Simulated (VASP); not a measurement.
The system is LiMnCl3.

```
Li Mn Cl
1.0
     4.60380    0.00000    0.00000
     0.00000    4.60380    0.00000
     0.00000    0.00000    4.60380
Li Mn Cl
1 1 3
Direct
  0.50000 0.50000 0.50000
  0.00000 0.00000 0.00000
  0.50000 0.00000 0.00000
  0.00000 0.50000 0.00000
  0.00000 0.00000 0.50000
```

```yaml
Program: VASP 6.6.1
Task: relaxation of cell and atoms
Functional: PBE
Potentials_or_basis: VASP PAW PBE potentials, release 64 (Li_sv, Mn_pv, Cl)
Cutoff: 600 eV
k_mesh: 4 × 4 × 4
Occupations: gaussian, width 0.1 eV
Spin: collinear spin, ferromagnetic start
Starting_moments: "[0.0, 4.0, 0.0, 0.0, 0.0] μB"
```

At the start: pressure 11.8 GPa; volume 19.52 Å³/atom.

Task: How do energy, volume and symmetry change on relaxing?

Result: Over 4 steps the energy falls by 161.8 meV/atom and the volume is 24.88 Å³/atom (+27.5 %); space group Pm-3m (No. 221, to 0.05 Å); moment 5.00 μB per cell.

Step by step:
| step | energy change (eV) | largest force (eV/Å) | pressure (GPa) | volume (Å³) |
| --- | --- | --- | --- | --- |
| 1 | 0.0000 | 0.0000 | 11.77 | 97.58 |
| 2 | -0.7862 | 0.0000 | 1.54 | 119.25 |
| 3 | -0.7947 | 0.0000 | -1.07 | 128.37 |
| 4 | -0.8090 | 0.0000 | -0.08 | 124.42 |

Final structure:
```yaml
crystal:
  lattice:
    - [4.99224, 0.00000, 0.00000]
    - [0.00000, 4.99224, 0.00000]
    - [0.00000, 0.00000, 4.99224]
  atoms:
    - { symbol: Li, position: [0.50000, 0.50000, 0.50000] }
    - { symbol: Mn, position: [0.00000, 0.00000, 0.00000] }
    - { symbol: Cl, position: [0.50000, 0.00000, 0.00000] }
    - { symbol: Cl, position: [0.00000, 0.50000, 0.00000] }
    - { symbol: Cl, position: [0.00000, 0.00000, 0.50000] }
```

Caveat: the cutoff is under 1.25 times the usual one of these potentials, so pressure, stress and relaxed cells hold a basis-set (Pulay) error; the volume moved by over 15 % at a fixed basis, so the end points are rough; a cell with one magnetic atom can't hold antiferromagnetic order, which such compounds often take.
